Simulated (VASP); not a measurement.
Set up this calculation in VASP 6.6.1, as the native input.

```yaml
Task: single point
Functional: PBEsol
Potentials_or_basis: VASP PAW PBE potentials, release 64 (Li_sv, F)
Cutoff: 650 eV
k_mesh: 5 × 5 × 3
Occupations: methfessel-paxton, width 0.1 eV
Spin: no spin polarisation
Dipole_correction: no
Further_INCAR_settings: ALGO = Normal; EDIFF = 1e-06; NBANDS = 18; NELMDL = -8
```

The structure of LiF lies in POSCAR:

```
LiF
1.0
    2.5595330000      0.0000000000      0.0000000000
    0.0000000000      2.5595330000      0.0000000000
    0.0000000000      0.0000000000      5.3690660000
Li F
2 2
Direct
    0.0000000000      0.0000000000      0.0000000000
    0.0000000000      0.0000000000      0.4767184833
    0.5000000000      0.5000000000      0.2383592416
    0.5000000000      0.5000000000      0.7150777249
```

These files were run (other wordings do the same):

INCAR

```
SYSTEM = LiF
PREC = Accurate
ENCUT = 650
EDIFF = 1E-6
ISMEAR = 1
SIGMA = 0.1
LREAL = .False.
LASPH = .True.
NELM = 120
ALGO = Normal
ISIF = 2
LWAVE = .False.
LCHARG = .False.
GGA = PS
NBANDS = 18
GGA_COMPAT = .False.
NELMDL = -8
```

KPOINTS

```
Automatic mesh
0
Gamma
  5 5 3
  0 0 0
```

Potentials or basis: VASP PAW PBE potentials, release 64 (Li_sv, F).

Run with:

```bash
$ cat potpaw_PBE.64/Li_sv/POTCAR potpaw_PBE.64/F/POTCAR > POTCAR
$ mpirun -np 1 vasp_std > vasp.out
```

It gave:

| Quantity | Value |
| --- | --- |
| Largest force | 0.579 eV/Å |
| Band gap on the k mesh | 6.46 eV |

Caveat: the k points lie up to 0.49 Å⁻¹ apart; the PAW data sets were made with another functional, which shifts forces and pressure a little.

Run time: 8.6 s on 1 thread of AMD EPYC 9R45 96-Core Processor (Zen 5), with other jobs on the host, peak memory 0.13 GiB.
